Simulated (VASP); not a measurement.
# SnTe (Fm-3m) in VASP: a series of runs

Runs on SnTe. Level: LDA. Tasks: relaxation of cell and atoms.

Program: VASP 6.6.1. These are calculated values, not measurements. Logs are shortened: lines on timing, memory, paths and dates and some standing lists are left out, and cuts for length are marked.

**1. The cell of the first run**

The structure is cubic, space group Fm-3m (No. 225). Conventional cell: a = 6.302 Å, b = 6.302 Å, c = 6.302 Å, α = 90.00°, β = 90.00°, γ = 90.00°. Sn (site symmetry m-3m) has 6 Te at 3.15 Å within 4.1 Å. Within 4.1 Å of Te (site symmetry m-3m) lie 6 Sn at 3.15 Å.

**2. Relaxation of cell and atoms, LDA, target pressure -2 GPa, at which the enthalpy is minimised**

File INCAR:

```
PREC = Accurate
ENCUT = 500
EDIFF = 1E-7
ISMEAR = 0
SIGMA = 0.01
LREAL = F
LASPH = T
NELM = 120
ALGO = Normal
ISIF = 3
LWAVE = F
LCHARG = F
GGA = CA
IBRION = 2
NSW = 80
EDIFFG = -0.01
PSTRESS = -20.0
GGA_COMPAT = F
NELMIN = 4
```

File KPOINTS:

```
Automatic mesh
0
Gamma
  6 6 6
```

File POSCAR:

```
SnTe
1.0
    0.0000000000      3.1508500000      3.1508500000
    3.1508500000      0.0000000000      3.1508500000
    3.1508500000      3.1508500000      0.0000000000
Sn Te
1 1
Direct
    0.0000000000      0.0000000000      0.0000000000
    0.5000000000      0.5000000000      0.5000000000
```

Potentials or basis: VASP PAW LDA potentials, release 64 (Sn_d, Te).

The run is started by

```
$ cat potpaw_LDA.64/Sn_d/POTCAR potpaw_LDA.64/Te/POTCAR > POTCAR
$ mpirun -np 1 vasp_std > vasp.out
```

OUTCAR:

```text
PREC = Accurate
   ENCUT = 500
   EDIFF = 1E-7
   ISMEAR = 0
   LREAL = F
   LASPH = T
   NELM = 120
   ISIF = 3
   GGA = CA
   IBRION = 2
   NSW = 80
   EDIFFG = -0.01
   PSTRESS = -20.0
   NELMIN = 4

 ion  position               nearest neighbor table
   1  0.000  0.000  0.000-   2 3.15   2 3.15   2 3.15   2 3.15   2 3.15   2 3.15
   2  0.500  0.500  0.500-   1 3.15   1 3.15   1 3.15   1 3.15   1 3.15   1 3.15

  LATTYP: Found a face centered cubic cell.
 ALAT       =     6.3017000000

  Lattice vectors:

 A1 = (   0.0000000000,   3.1508500000,   3.1508500000)
 A2 = (   3.1508500000,   0.0000000000,   3.1508500000)
 A3 = (   3.1508500000,   3.1508500000,   0.0000000000)

Analysis of symmetry for initial positions (statically):
=====================================================================
 Subroutine PRICEL returns:
 Original cell was already a primitive cell.

 Routine SETGRP: Setting up the symmetry group for a
 face centered cubic supercell.

 Subroutine GETGRP returns: Found 48 space group operations
 (whereof 48 operations were pure point group operations)
 out of a pool of 48 trial point group operations.

The static configuration has the point symmetry O_h .

Analysis of symmetry for dynamics (positions and initial velocities):
=====================================================================
 Subroutine PRICEL returns:
 Original cell was already a primitive cell.

 Routine SETGRP: Setting up the symmetry group for a
 face centered cubic supercell.

 Subroutine GETGRP returns: Found 48 space group operations
 (whereof 48 operations were pure point group operations)
 out of a pool of 48 trial point group operations.

The dynamic configuration has the point symmetry O_h .

 Subroutine INISYM returns: Found 48 space group operations
 (whereof 48 operations are pure point group operations),
 and found     1 'primitive' translations

----------------------------------------------------------------------------------------

                                     Primitive cell

  volume of cell :      62.5624

  direct lattice vectors                    reciprocal lattice vectors
     0.000000000  3.150850000  3.150850000    -0.158687338  0.158687338  0.158687338
     3.150850000  0.000000000  3.150850000     0.158687338 -0.158687338  0.158687338
     3.150850000  3.150850000  0.000000000     0.158687338  0.158687338 -0.158687338

  length of vectors
     4.455974803  4.455974803  4.455974803     0.274854533  0.274854533  0.274854533

  position of ions in fractional coordinates (direct lattice)
     0.000000000  0.000000000  0.000000000
     0.500000000  0.500000000  0.500000000

  ion indices of the primitive-cell ions
   primitive index   ion index
                 1           1
                 2           2

----------------------------------------------------------------------------------------

 KPOINTS: Automatic mesh

Automatic generation of k-mesh.
 Grid dimensions read from file:
 generate k-points for:    6    6    6

 Generating k-lattice:

  Cartesian coordinates                     Fractional coordinates (reciprocal lattice)
    -0.026447890  0.026447890  0.026447890     0.166666667  0.000000000  0.000000000
     0.026447890 -0.026447890  0.026447890     0.000000000  0.166666667  0.000000000
     0.026447890  0.026447890 -0.026447890     0.000000000  0.000000000  0.166666667

  Length of vectors
     0.045809089  0.045809089  0.045809089

  Shift w.r.t. Gamma in fractional coordinates (k-lattice)
     0.000000000  0.000000000  0.000000000

 Subroutine IBZKPT returns following result:
 ===========================================

 Found     16 irreducible k-points:

 Following reciprocal coordinates:
            Coordinates               Weight
  0.000000  0.000000  0.000000      1.000000
  0.166667  0.000000  0.000000      8.000000
  0.333333  0.000000  0.000000      8.000000
  0.500000  0.000000  0.000000      4.000000
  0.166667  0.166667  0.000000      6.000000
  0.333333  0.166667  0.000000     24.000000
[... 8 lines left out ...]
 -0.333333  0.333333  0.166667     24.000000
 -0.333333  0.500000  0.166667     12.000000
   k-points           NKPTS =     16   k-points in BZ     NKDIM =     16   number of bands    NBANDS=     14
   number of dos      NEDOS =    301   number of ions     NIONS =      2
   total plane-waves  NPLWV =  32768
   dimension x,y,z NGX =    32 NGY =   32 NGZ =   32
   dimension x,y,z NGXF=    64 NGYF=   64 NGZF=   64
   ions per type =               1   1
   NGX,Y,Z   is equivalent  to a cutoff of  11.94, 11.94, 11.94 a.u.
   NGXF,Y,Z  is equivalent  to a cutoff of  23.88, 23.88, 23.88 a.u.
 SYSTEM =  unknown system
   PREC   = accura    normal or accurate (medium, high low for compatibility)
   ISTART =      0    job   : 0-new  1-cont  2-samecut
   ICHARG =      2    charge: 1-file 2-atom 10-const
   ISPIN  =      1    spin polarized calculation?
   LNONCOLLINEAR =      F non collinear calculations
   LSORBIT =      F    spin-orbit coupling
   LASPH  =      T    aspherical Exc in radial PAW
   ENCUT  =  500.0 eV  36.75 Ry    6.06 a.u.   8.12  8.12  8.12*2*pi/ulx,y,z
   NELM   =    120;   NELMIN=  4; NELMDL= -5     # of ELM steps
   EDIFF  = 0.1E-06   stopping-criterion for ELM
   LREAL  =      F    real-space projection
   EDIFFG = -.1E-01   stopping-criterion for IOM
   NSW    =     80    number of steps for IOM
   IBRION =      2    ionic relax: 0-MD 1-quasi-New 2-CG
   NFREE  =      1    steps in history (QN), initial steepest desc. (CG)
   ISIF   =      3    stress and relaxation
   ISYM   =      2    0-nonsym 1-usesym 2-fastsym
   POTIM  = 0.5000    time-step for ionic-motion
   TEBEG  =    0.0;   TEEND  =   0.0 temperature during run
   PSTRESS=  -20.0 pullay stress
   NELECT =      20.0000    total number of electrons
   NUPDOWN=      -1.0000    fix difference up-down
   EMIN   =  10.00;   EMAX   =-10.00  energy-range for DOS
   EFERMI =   0.00;   METHOD = LEGACY
   ISMEAR =     0;   SIGMA  =   0.01  broadening in eV -4-tet -1-fermi 0-gaus
   EFERMI_NEDOS =   21; number of points for ismear=-14 and -15
   IALGO  =     38    algorithm
   IMIX   =      4    mixing-type and parameters
     AMIX     =   0.40;   BMIX     =  1.00
     AMIX_MAG =   1.60;   BMIX_MAG =  1.00
  volume/ion in A,a.u.               =      31.28       211.10
  Fermi-wavevector in a.u.,A,eV,Ry     =   1.119387  2.115336 17.048485  1.253028
  Thomas-Fermi vector in A             =   2.256026
   LORBIT       =      0    0 simple, 1 ext, 2 COOP (PROOUT), +10 PAW based schemes
   GGA     = CA    functional components
   LHFCALC =     F    Hartree Fock is set to
   AEXX    =    0.0000 exact exchange contribution
   IVDW    =     0    specifies the selected vdW correction
   LEPSILON=     F    determine dielectric tensor
   LRPA    =     F    only Hartree local field effects (RPA)
 conjugate gradient relaxation of ions
 non-spin polarized calculation
 Gauss-broadening in eV      SIGMA  =   0.01
  energy-cutoff  :      500.00
  volume of cell :       62.56
 maximum number of plane-waves:      1639
   NGX = 17   NGY = 17   NGZ = 17

--------------------------------------- Ionic step        1  -------------------------------------------

 number of electron      20.0000011 magnetization

 Free energy of the ion-electron system (eV)
  ---------------------------------------------------
  ext. energy  EPLUGINS =         0.00000000
  ---------------------------------------------------
  free energy    TOTEN  =        -8.82529839 eV

  energy without entropy =       -8.82529839  energy(sigma->0) =       -8.82529839

------------------------ aborting loop because EDIFF is reached ----------------------------------------

  FORCE on cell =-STRESS in cart. coord.  units (eV):
  Direction    XX          YY          ZZ          XY          YZ          ZX
  --------------------------------------------------------------------------------------
  -------------------------------------------------------------------------------------
  Total       -0.5952478     -0.5952478     -0.5952478      0.0000000      0.0000000     -0.0000000
  in kB      -15.2438687    -15.2438687    -15.2438687      0.0000000      0.0000000     -0.0000000
  external PRESSURE =       4.7561313 kB  Pullay stress =     -20.0000000 kB

 VOLUME and BASIS-vectors are now :
 -----------------------------------------------------------------------------
  energy-cutoff  :      500.00
  volume of cell :       62.56
      direct lattice vectors                 reciprocal lattice vectors
     0.000000000  3.150850000  3.150850000    -0.158687338  0.158687338  0.158687338
     3.150850000  0.000000000  3.150850000     0.158687338 -0.158687338  0.158687338
     3.150850000  3.150850000  0.000000000     0.158687338  0.158687338 -0.158687338

 POSITION                                       TOTAL-FORCE (eV/Angst)
 -----------------------------------------------------------------------------------
      0.00000      0.00000      0.00000         0.000000     -0.000000     -0.000000
      3.15085      3.15085      3.15085        -0.000000      0.000000      0.000000
 -----------------------------------------------------------------------------------
    total drift:                                0.000000     -0.000000     -0.000000

  FREE ENERGIE OF THE ION-ELECTRON SYSTEM (eV)
  ---------------------------------------------------
  free  energy   TOTEN  =        -8.8252983856 eV
[... 19 lines left out ...]
 VOLUME and BASIS-vectors are now :
 -----------------------------------------------------------------------------
  energy-cutoff  :      500.00
  volume of cell :       63.41
      direct lattice vectors                 reciprocal lattice vectors
    -0.000000000  3.164965146  3.164965146    -0.157979623  0.157979623  0.157979623
     3.164965146  0.000000000  3.164965146     0.157979623 -0.157979623  0.157979623
     3.164965146  3.164965146 -0.000000000     0.157979623  0.157979623 -0.157979623

 POSITION                                       TOTAL-FORCE (eV/Angst)
 -----------------------------------------------------------------------------------
     -0.00000      3.16497      3.16497         0.000000     -0.000000      0.000000
      3.16497      3.16497      3.16497         0.000000      0.000000     -0.000000
 -----------------------------------------------------------------------------------
    total drift:                               -0.000000     -0.000000      0.000000

  FREE ENERGIE OF THE ION-ELECTRON SYSTEM (eV)
  ---------------------------------------------------
  free  energy   TOTEN  =        -8.8157741466 eV

  energy  without entropy=       -8.8157741466  energy(sigma->0) =       -8.81577415

  enthalpy is  TOTEN    =        -9.6072837781 eV   P V=       -0.7915096315

--------------------------------------- Ionic step        3  -------------------------------------------

 number of electron      20.0000009 magnetization

 Free energy of the ion-electron system (eV)
  ---------------------------------------------------
  ext. energy  EPLUGINS =         0.00000000
  ---------------------------------------------------
  free energy    TOTEN  =        -8.81752131 eV

  energy without entropy =       -8.81752131  energy(sigma->0) =       -8.81752131

 E-fermi :   6.5870     XC(G=0):  -9.6934

 val. band max:        6.5452051608   @ k =   0.5000   0.0000   0.0000
 cond. band min:       6.6307545062   @ k =   0.5000   0.0000   0.0000
 fundamental gap:      0.0855493454
 Fermi energy:         6.5870012610

 k-point     1 :       0.0000    0.0000    0.0000
  band No.  band energies     occupation
      1     -15.2081      2.00000
      2     -15.2081      2.00000
      3     -15.1992      2.00000
      4     -15.1992      2.00000
      5     -15.1992      2.00000
      6      -6.1456      2.00000
      7       1.7506      2.00000
      8       4.4988      2.00000
      9       4.4988      2.00000
     10       4.4988      2.00000
     11       9.8507      0.00000
     12       9.8507      0.00000
     13       9.8507      0.00000
     14      11.3884      0.00000

 k-point     2 :       0.1667    0.0000    0.0000
  band No.  band energies     occupation
      1     -15.2091      2.00000
      2     -15.2091      2.00000
      3     -15.1988      2.00000
      4     -15.1977      2.00000
      5     -15.1977      2.00000
      6      -5.9185      2.00000
      7       0.7108      2.00000
      8       4.5440      2.00000
      9       4.5440      2.00000
     10       5.1758      2.00000
     11       8.8456      0.00000
     12       8.8456      0.00000
     13       8.8661      0.00000
     14      11.3484      0.00000
[... 249 lines left out ...]
 VOLUME and BASIS-vectors are now :
 -----------------------------------------------------------------------------
  energy-cutoff  :      500.00
  volume of cell :       63.27
      direct lattice vectors                 reciprocal lattice vectors
    -0.000000000  3.162692898  3.162692898    -0.158093124  0.158093124  0.158093124
     3.162692898  0.000000000  3.162692898     0.158093124 -0.158093124  0.158093124
     3.162692898  3.162692898 -0.000000000     0.158093124  0.158093124 -0.158093124

 POSITION                                       TOTAL-FORCE (eV/Angst)
 -----------------------------------------------------------------------------------
      0.00000      0.00000      0.00000        -0.000000      0.000000     -0.000000
      3.16269      3.16269      3.16269         0.000000     -0.000000      0.000000
 -----------------------------------------------------------------------------------
    total drift:                                0.000000     -0.000000     -0.000000

  FREE ENERGIE OF THE ION-ELECTRON SYSTEM (eV)
  ---------------------------------------------------
  free  energy   TOTEN  =        -8.8175213103 eV

  energy  without entropy=       -8.8175213103  energy(sigma->0) =       -8.81752131

  enthalpy is  TOTEN    =        -9.6073274014 eV   P V=       -0.7898060912

 reached required accuracy - stopping structural energy minimisation
```

Wall time 22 s (1 thread of Intel Xeon Platinum 8375C at 2.90GHz (Ice Lake), shared host); peak memory 0.17 GiB.

Results:

| Property | Result |
| --- | --- |
| Free energy | -8.8175 eV |
| Relaxed volume | 31.64 Å³/atom |
| Relaxed cell | a = 4.473 Å, b = 4.473 Å, c = 4.473 Å, α = 60.00°, β = 60.00°, γ = 60.00° |
| Space group after relaxing (to 0.05 Å) | Fm-3m (No. 225) |
| Energy change on relaxing (the enthalpy is what falls) | +3.9 meV/atom |
| Ionic steps | 3 |
| Pressure after relaxing | -2.0 GPa |
| Band gap on the k mesh | 0.09 eV, direct |

Step by step:
```
step  energy change (eV)  largest force (eV/Å)  pressure (GPa)  volume (Å³)
   1              0.0000                0.0000           -1.52        62.56
   2              0.0095                0.0000           -2.09        63.41
   3              0.0078                0.0000           -2.01        63.27
```

Final structure:
```
CELL_PARAMETERS angstrom
0.00000 3.16269 3.16269
3.16269 0.00000 3.16269
3.16269 3.16269 0.00000
ATOMIC_POSITIONS crystal
Sn 0.00000 0.00000 0.00000
Te 0.50000 0.50000 0.50000
```

Caveat: the cell is relaxed towards a set pressure, so the enthalpy falls and the energy may rise; spin-orbit coupling is left out, which moves the levels of the heavy elements. A k mesh can miss the band edges.

(Part 1 of 2 ends here.)
